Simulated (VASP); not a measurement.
# Sn (Fd-3m) in VASP: a series of runs

Runs on Sn. Level: PBEsol. Tasks: single point.

Program: VASP 6.6.1. These are calculated values, not measurements. Logs are shortened: lines on timing, memory, paths and dates and some standing lists are left out, and cuts for length are marked.

### 1 The cell of the first run

Symmetry: Fd-3m, No. 227, cubic system. The conventional cell has a = 6.491 Å, b = 6.491 Å, c = 6.491 Å, α = 90.00°, β = 90.00°, γ = 90.00°. Within 3.7 Å of Sn (site symmetry -43m) lie 4 Sn at 2.81 Å.

### 2 Single point, PBEsol

The input, INCAR:

```
SYSTEM = Sn
  PREC = Accurate
  ENCUT = 520
  EDIFF = 1E-6
  ISMEAR = 0
  SIGMA = 0.1
  LREAL = .FALSE.
  LASPH = .TRUE.
  NELM = 80
  ALGO = Normal
  ISIF = 2
  LWAVE = .FALSE.
  LCHARG = .FALSE.
  GGA = PS
  NBANDS = 21
```

The input, KPOINTS:

```
Automatic mesh
0
G
  6 6 6
  0 0 0
```

The input, POSCAR:

```
Sn
1.0
    0.0000000000      3.2456000000      3.2456000000
    3.2456000000      0.0000000000      3.2456000000
    3.2456000000      3.2456000000      0.0000000000
Sn
2
Direct
    0.5000000000      0.5000000000      0.5000000000
    0.7500000000      0.7500000000      0.7500000000
```

Potentials or basis: VASP PAW PBE potentials, release 64 (Sn_d).

Started as:

```bash
$ cat potpaw_PBE.64/Sn_d/POTCAR > POTCAR
$ mpirun -np 1 vasp_std > vasp.out
```

OUTCAR:

```text
SYSTEM = Sn
   PREC = Accurate
   ENCUT = 520
   EDIFF = 1E-6
   ISMEAR = 0
   LREAL = .FALSE.
   LASPH = .TRUE.
   NELM = 80
   ISIF = 2
   GGA = PS

 ion  position               nearest neighbor table
   1  0.500  0.500  0.500-   2 2.81   2 2.81   2 2.81   2 2.81
   2  0.750  0.750  0.750-   1 2.81   1 2.81   1 2.81   1 2.81

  LATTYP: Found a face centered cubic cell.
 ALAT       =     6.4912000000

  Lattice vectors:

 A1 = (   0.0000000000,   3.2456000000,   3.2456000000)
 A2 = (   3.2456000000,   0.0000000000,   3.2456000000)
 A3 = (   3.2456000000,   3.2456000000,   0.0000000000)

Analysis of symmetry for initial positions (statically):
=====================================================================
 Subroutine PRICEL returns:
 Original cell was already a primitive cell.

 Routine SETGRP: Setting up the symmetry group for a
 face centered cubic supercell.

 Subroutine GETGRP returns: Found 48 space group operations
 (whereof 24 operations were pure point group operations)
 out of a pool of 48 trial point group operations.

The static configuration has the point symmetry T_d .
 The point group associated with its full space group is O_h .

Analysis of symmetry for dynamics (positions and initial velocities):
=====================================================================
 Subroutine PRICEL returns:
 Original cell was already a primitive cell.

 Routine SETGRP: Setting up the symmetry group for a
 face centered cubic supercell.

 Subroutine GETGRP returns: Found 48 space group operations
 (whereof 24 operations were pure point group operations)
 out of a pool of 48 trial point group operations.

The dynamic configuration has the point symmetry T_d .
 The point group associated with its full space group is O_h .

 Subroutine INISYM returns: Found 48 space group operations
 (whereof 24 operations are pure point group operations),
 and found     1 'primitive' translations

----------------------------------------------------------------------------------------

                                     Primitive cell

  volume of cell :      68.3778

  direct lattice vectors                    reciprocal lattice vectors
     0.000000000  3.245600000  3.245600000    -0.154054720  0.154054720  0.154054720
     3.245600000  0.000000000  3.245600000     0.154054720 -0.154054720  0.154054720
     3.245600000  3.245600000  0.000000000     0.154054720  0.154054720 -0.154054720

  length of vectors
[... 71 lines left out ...]
   ENCUT  =  520.0 eV  38.22 Ry    6.18 a.u.   8.53  8.53  8.53*2*pi/ulx,y,z
   NELM   =     80;   NELMIN=  2; NELMDL= -5     # of ELM steps
   EDIFF  = 0.1E-05   stopping-criterion for ELM
   LREAL  =      F    real-space projection
   EDIFFG = 0.1E-04   stopping-criterion for IOM
   NSW    =      0    number of steps for IOM
   IBRION =     -1    ionic relax: 0-MD 1-quasi-New 2-CG
   NFREE  =      0    steps in history (QN), initial steepest desc. (CG)
   ISIF   =      2    stress and relaxation
   ISYM   =      2    0-nonsym 1-usesym 2-fastsym
   POTIM  = 0.5000    time-step for ionic-motion
   TEBEG  =    0.0;   TEEND  =   0.0 temperature during run
   PSTRESS=    0.0 pullay stress
   NELECT =      28.0000    total number of electrons
   NUPDOWN=      -1.0000    fix difference up-down
   EMIN   =  10.00;   EMAX   =-10.00  energy-range for DOS
   EFERMI =   0.00;   METHOD = LEGACY
   ISMEAR =     0;   SIGMA  =   0.10  broadening in eV -4-tet -1-fermi 0-gaus
   EFERMI_NEDOS =   21; number of points for ismear=-14 and -15
   IALGO  =     38    algorithm
   IMIX   =      4    mixing-type and parameters
     AMIX     =   0.40;   BMIX     =  1.00
     AMIX_MAG =   1.60;   BMIX_MAG =  1.00
  volume/ion in A,a.u.               =      34.19       230.72
  Fermi-wavevector in a.u.,A,eV,Ry     =   1.215689  2.297319 20.108049  1.477900
  Thomas-Fermi vector in A             =   2.351068
   LORBIT       =      0    0 simple, 1 ext, 2 COOP (PROOUT), +10 PAW based schemes
   GGA     = PS    functional components
   LHFCALC =     F    Hartree Fock is set to
   AEXX    =    0.0000 exact exchange contribution
   IVDW    =     0    specifies the selected vdW correction
   LEPSILON=     F    determine dielectric tensor
   LRPA    =     F    only Hartree local field effects (RPA)
 non-spin polarized calculation
 Gauss-broadening in eV      SIGMA  =   0.10
  energy-cutoff  :      520.00
  volume of cell :       68.38
 maximum number of plane-waves:      1868
 NGX is ok and might be reduce to    36
   NGX = 17   NGY = 17   NGZ = 17

 number of electron      28.0000001 magnetization

 Free energy of the ion-electron system (eV)
  ---------------------------------------------------
  ext. energy  EPLUGINS =         0.00000000
  ---------------------------------------------------
  free energy    TOTEN  =        -8.42601459 eV

  energy without entropy =       -8.42481178  energy(sigma->0) =       -8.42541319

 E-fermi :   5.4186     XC(G=0):  -9.0575

 val. band max:        5.1292499317   @ k =   0.1667   0.0000   0.0000
 cond. band min:       5.4225811500   @ k =   0.5000   0.0000   0.0000
 fundamental gap:      0.2933312182
 Fermi energy:         5.4186179961

 k-point     1 :       0.0000    0.0000    0.0000
  band No.  band energies     occupation
      1     -16.1073      2.00000
      2     -16.1073      2.00000
      3     -16.1073      2.00000
      4     -16.0471      2.00000
      5     -16.0471      2.00000
      6     -15.7359      2.00000
[... 373 lines left out ...]
     20      14.5024      0.00000
     21      15.6883      0.00000

------------------------ aborting loop because EDIFF is reached ----------------------------------------

  FORCE on cell =-STRESS in cart. coord.  units (eV):
  Direction    XX          YY          ZZ          XY          YZ          ZX
  --------------------------------------------------------------------------------------
  -------------------------------------------------------------------------------------
  Total        0.4211876      0.4211876      0.4211876      0.0000000      0.0000000      0.0000000
  in kB        9.8689545      9.8689545      9.8689545      0.0000000      0.0000000      0.0000000
  external PRESSURE =       9.8689545 kB  Pullay stress =       0.0000000 kB

 VOLUME and BASIS-vectors are now :
 -----------------------------------------------------------------------------
  energy-cutoff  :      520.00
  volume of cell :       68.38
      direct lattice vectors                 reciprocal lattice vectors
     0.000000000  3.245600000  3.245600000    -0.154054720  0.154054720  0.154054720
     3.245600000  0.000000000  3.245600000     0.154054720 -0.154054720  0.154054720
     3.245600000  3.245600000  0.000000000     0.154054720  0.154054720 -0.154054720

 POSITION                                       TOTAL-FORCE (eV/Angst)
 -----------------------------------------------------------------------------------
      3.24560      3.24560      3.24560         0.000000      0.000000      0.000000
      4.86840      4.86840      4.86840        -0.000000     -0.000000     -0.000000
 -----------------------------------------------------------------------------------
    total drift:                                0.000000      0.000000      0.000000

  FREE ENERGIE OF THE ION-ELECTRON SYSTEM (eV)
  ---------------------------------------------------
  free  energy   TOTEN  =        -8.4260145889 eV

  energy  without entropy=       -8.4248117815  energy(sigma->0) =       -8.42541319
```

stdout:

```text
POSCAR found type information on POSCAR Sn
 POSCAR found :  1 types and       2 ions
 scaLAPACK will be used
 -----------------------------------------------------------------------------
|                                                                             |
|                                                                             |
|     You enforced a specific xc type in the INCAR file but a different       |
|     I HOPE YOU KNOW WHAT YOU ARE DOING!                                     |
|                                                                             |
 -----------------------------------------------------------------------------

 LDA part: xc-table for (Slater+PW92), standard interpolation
 POSCAR, INCAR and KPOINTS ok, starting setup
 FFT: planning ... GRIDC
 FFT: planning ... GRID_SOFT
 FFT: planning ... GRID
 WAVECAR not read
 entering main loop
```

It took 21 s on 1 thread of AMD EPYC 9R14 (Zen 4), shared host; peak memory 0.16 GiB.

What came out:

```
Free energy            : -8.4260 eV
Pressure               : 1.0 GPa
Band gap on the k mesh : zero (band 14 reaches 5.57 eV, above the bottom of band 15 at 5.42 eV)
```

Levels at points of the mesh, in eV from the Fermi level:
```tsv
k point	band 11	band 12	band 13	band 14	band 15	band 16	band 17	band 18
(0.00, 0.00, 0.00)	-10.56	-0.63	0.16	0.16	0.16	2.22	2.22	2.22
(0.50, 0.00, 0.00)	-8.93	-6.25	-1.05	-1.05	0.00	3.28	3.28	5.59
(0.50, 0.50, 0.00)	-7.46	-7.46	-2.40	-2.40	0.83	0.83	7.77	7.77
```

Caveat: the PAW data sets were made with another functional, which shifts forces and pressure a little; spin-orbit coupling is left out, which moves the levels of the heavy elements.

(Part 1 of 3 ends here.)
